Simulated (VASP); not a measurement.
# Al (Fm-3m) in VASP: settings compared, part 2 of 2

VASP 6.6.1. Earlier steps stand in the parts before.

## Step 4: Single point, revPBE

INCAR

```
SYSTEM = Al
ALGO = Normal
EDIFF = 1E-6
ENCUT = 500
GGA = RE
GGA_COMPAT = .FALSE.
ISIF = 2
ISMEAR = 0
LASPH = .TRUE.
LCHARG = .FALSE.
LREAL = .FALSE.
LWAVE = .FALSE.
NBANDS = 8
NELM = 120
PREC = Accurate
SIGMA = 0.1
```

KPOINTS

```
k-points
0
G
  10 10 10
  0 0 0
```

POSCAR

```
Al
1.0
    0.0000000000      2.0194648466      2.0194648466
    2.0194648466      0.0000000000      2.0194648466
    2.0194648466      2.0194648466      0.0000000000
Al
1
Direct
    0.0000000000      0.0000000000      0.0000000000
```

Potentials or basis: VASP PAW PBE potentials, release 64 (Al).

Started as:

```
cat potpaw_PBE.64/Al/POTCAR > POTCAR
mpirun -np 1 vasp_std > vasp.out
```

OUTCAR:

```text
SYSTEM = Al
   EDIFF = 1E-6
   ENCUT = 500
   GGA = RE
   ISIF = 2
   ISMEAR = 0
   LASPH = .TRUE.
   LREAL = .FALSE.
   NELM = 120
   PREC = Accurate

 ion  position               nearest neighbor table
   1  0.000  0.000  0.000-

  LATTYP: Found a face centered cubic cell.
 ALAT       =     4.0389296932

  Lattice vectors:

 A1 = (   0.0000000000,   2.0194648466,   2.0194648466)
 A2 = (   2.0194648466,   0.0000000000,   2.0194648466)
 A3 = (   2.0194648466,   2.0194648466,   0.0000000000)

Analysis of symmetry for initial positions (statically):
=====================================================================
 Subroutine PRICEL returns:
 Original cell was already a primitive cell.

 Routine SETGRP: Setting up the symmetry group for a
 face centered cubic supercell.

 Subroutine GETGRP returns: Found 48 space group operations
 (whereof 48 operations were pure point group operations)
 out of a pool of 48 trial point group operations.

The static configuration has the point symmetry O_h .

Analysis of symmetry for dynamics (positions and initial velocities):
[... 159 lines left out ...]

 val. band max:        8.1976087318   @ k =  -0.4000   0.4000   0.1000
 cond. band min:       8.3117842563   @ k =  -0.3000   0.2000   0.0000
 fundamental gap:      0.1141755245
 Fermi energy:         8.2211263579

 k-point     1 :       0.0000    0.0000    0.0000
  band No.  band energies     occupation
      1      -3.0565      2.00000
      2      20.6997      0.00000
      3      20.6997      0.00000
      4      20.6997      0.00000
      5      22.3094      0.00000
      6      22.3094      0.00000
      7      22.3094      0.00000
      8      24.5097      0.00000
[... 243 lines left out ...]
 k-point    24 :       0.4000    0.3000    0.0000
  band No.  band energies     occupation
      1       1.4947      2.00000
      2      11.5255      0.00000
      3      11.9938      0.00000
      4      14.5642      0.00000
      5      15.8450      0.00000
      6      19.4832      0.00000
      7      29.7525      0.00000
      8      32.0266      0.00000

 [... further k-points ...]

------------------------ aborting loop because EDIFF is reached ----------------------------------------

  FORCE on cell =-STRESS in cart. coord.  units (eV):
  Direction    XX          YY          ZZ          XY          YZ          ZX
  --------------------------------------------------------------------------------------
  -------------------------------------------------------------------------------------
  Total        0.0861463      0.0861463      0.0861463      0.0000000     -0.0000000     -0.0000000
  in kB        8.3793139      8.3793139      8.3793139      0.0000000     -0.0000000     -0.0000000
  external PRESSURE =       8.3793139 kB  Pullay stress =       0.0000000 kB

 VOLUME and BASIS-vectors are now :
 -----------------------------------------------------------------------------
  energy-cutoff  :      500.00
  volume of cell :       16.47
      direct lattice vectors                 reciprocal lattice vectors
     0.000000000  2.019464847  2.019464847    -0.247590346  0.247590346  0.247590346
     2.019464847  0.000000000  2.019464847     0.247590346 -0.247590346  0.247590346
     2.019464847  2.019464847  0.000000000     0.247590346  0.247590346 -0.247590346

 POSITION                                       TOTAL-FORCE (eV/Angst)
 -----------------------------------------------------------------------------------
      0.00000      0.00000      0.00000         0.000000      0.000000      0.000000
 -----------------------------------------------------------------------------------
    total drift:                               -0.000000     -0.000000      0.000000

  FREE ENERGIE OF THE ION-ELECTRON SYSTEM (eV)
  ---------------------------------------------------
  free  energy   TOTEN  =        -3.5357104147 eV

  energy  without entropy=       -3.5309149264  energy(sigma->0) =       -3.53331267
```

Run time: 2.2 s. Hardware: 1 thread of Intel Xeon 6975P-C (Granite Rapids), shared host; peak memory 0.13 GiB.

Results:

| Item | Value |
| --- | --- |
| Free energy | -3.5357 eV |
| Pressure | 0.8 GPa |

Caveat: the PAW data sets were made with another functional, which shifts forces and pressure a little.

## Step 5: Single point, LDA

INCAR

```
SYSTEM = Al
PREC = Accurate
ENCUT = 500
EDIFF = 1E-6
ISMEAR = 0
SIGMA = 0.1
LREAL = .False.
LASPH = .True.
NELM = 120
ALGO = Normal
ISIF = 2
LWAVE = .False.
LCHARG = .False.
GGA = CA
NELECT = 4.0
NBANDS = 8
GGA_COMPAT = .False.
```

KPOINTS

```
regular mesh
0
Gamma
  10 10 10
  0 0 0
```

POSCAR is that of step 4.

Potentials or basis: VASP PAW LDA potentials, release 64 (Al).

Started as:

```
cat potpaw_LDA.64/Al/POTCAR > POTCAR
mpirun -np 1 vasp_std > vasp.out
```

OUTCAR:

```text
SYSTEM = Al
   PREC = Accurate
   ENCUT = 500
   EDIFF = 1E-6
   ISMEAR = 0
   LREAL = .False.
   LASPH = .True.
   NELM = 120
   ISIF = 2
   GGA = CA
   NELECT = 4.0

 ion  position               nearest neighbor table
   1  0.000  0.000  0.000-

  LATTYP: Found a face centered cubic cell.
 ALAT       =     4.0389296932

  Lattice vectors:

 A1 = (   0.0000000000,   2.0194648466,   2.0194648466)
 A2 = (   2.0194648466,   0.0000000000,   2.0194648466)
[... 443 lines left out ...]
      7      28.5104      0.00000
      8      30.7506      0.00000

 [... further k-points ...]

------------------------ aborting loop because EDIFF is reached ----------------------------------------

  FORCE on cell =-STRESS in cart. coord.  units (eV):
  Direction    XX          YY          ZZ          XY          YZ          ZX
  --------------------------------------------------------------------------------------
  -------------------------------------------------------------------------------------
  Total       10.8731715     10.8731715     10.8731715     -0.0000000     -0.0000000     -0.0000000
  in kB     1057.6158049   1057.6158049   1057.6158049     -0.0000000     -0.0000000     -0.0000000
  external PRESSURE =    1057.6158049 kB  Pullay stress =       0.0000000 kB

 VOLUME and BASIS-vectors are now :
 -----------------------------------------------------------------------------
  energy-cutoff  :      500.00
  volume of cell :       16.47
      direct lattice vectors                 reciprocal lattice vectors
     0.000000000  2.019464847  2.019464847    -0.247590346  0.247590346  0.247590346
     2.019464847  0.000000000  2.019464847     0.247590346 -0.247590346  0.247590346
     2.019464847  2.019464847  0.000000000     0.247590346  0.247590346 -0.247590346

 POSITION                                       TOTAL-FORCE (eV/Angst)
 -----------------------------------------------------------------------------------
      0.00000      0.00000      0.00000        -0.000000      0.000000     -0.000000
 -----------------------------------------------------------------------------------
    total drift:                                0.000000     -0.000000     -0.000000

  FREE ENERGIE OF THE ION-ELECTRON SYSTEM (eV)
  ---------------------------------------------------
  free  energy   TOTEN  =         4.4205009381 eV

  energy  without entropy=        4.4238072386  energy(sigma->0) =        4.42215409
```

OSZICAR:

```text
N       E                     dE             d eps       ncg     rms          rms(c)
DAV:   1     0.734954881590E+01    0.73495E+01   -0.15795E+03   752   0.355E+02
DAV:   2     0.482584259973E+01   -0.25237E+01   -0.24361E+01  1064   0.282E+01
DAV:   3     0.481559613926E+01   -0.10246E-01   -0.10245E-01   992   0.212E+00
DAV:   4     0.481558081429E+01   -0.15325E-04   -0.15324E-04  1176   0.776E-02
DAV:   5     0.481558079739E+01   -0.16900E-07   -0.17031E-07   920   0.138E-03    0.288E+00
DAV:   6     0.438974777816E+01   -0.42583E+00   -0.20583E-02  1040   0.702E-01    0.970E-01
DAV:   7     0.441948511330E+01    0.29737E-01   -0.19134E-02   880   0.586E-01    0.503E-01
DAV:   8     0.442050094202E+01    0.10158E-02   -0.51783E-04   896   0.114E-01    0.214E-01
DAV:   9     0.442050093807E+01   -0.39487E-08   -0.63049E-06  1152   0.133E-02
   1 F= 0.44205009E+01 E0= 0.44221541E+01  d E =-.330630E-02
```

It took 1.8 s on 1 thread of Intel Xeon 6975P-C (Granite Rapids), shared host; peak memory 0.12 GiB.

What came out:

```yaml
Free_energy: 4.4205 eV
```

Levels at points of the mesh, in eV from the Fermi level:
| k point | band 1 | band 2 | band 3 | band 4 | band 5 |
| --- | --- | --- | --- | --- | --- |
| (0.00, 0.00, 0.00) | -13.44 | 10.25 | 10.25 | 10.25 | 11.69 |
| (0.50, 0.00, 0.00) | -6.90 | -6.69 | 9.03 | 9.03 | 9.08 |
| (0.50, 0.50, 0.00) | -5.21 | -3.95 | 2.96 | 3.26 | 3.26 |

Caveat: the cell carries a net charge on a neutralising background, which shifts energy and pressure; the cell is charged against a uniform background, so pressure and absolute levels hang on convention.

## Step 6: Summary

| level | k mesh | smearing | gap on the mesh (eV) | pressure (GPa) |
| --- | --- | --- | --- | --- |
| PBE | 9 × 9 × 9 | gaussian 0.14 eV | none | 0.4 |
| PBE | 10 × 10 × 10 | gaussian 0.1 eV | none | -0.1 |
| revPBE | 10 × 10 × 10 | gaussian 0.1 eV | none | 0.8 |

Alike in all rows: task single point; potentials or basis VASP PAW PBE potentials, release 64 (Al); no spin polarisation; cell as given; cutoff (eV) 500.

Every run on the cell as given and a fine mesh finds a metal. The pressure there spans -0.1 GPa (PBE) to 0.8 GPa (revPBE); a positive pressure means that this level wants a larger cell, a negative one a smaller.

Caveats: the PAW data sets were made with another functional, which shifts forces and pressure a little (some runs).

Total energies depend on the potentials used, so only differences within one code and one set of settings carry meaning.
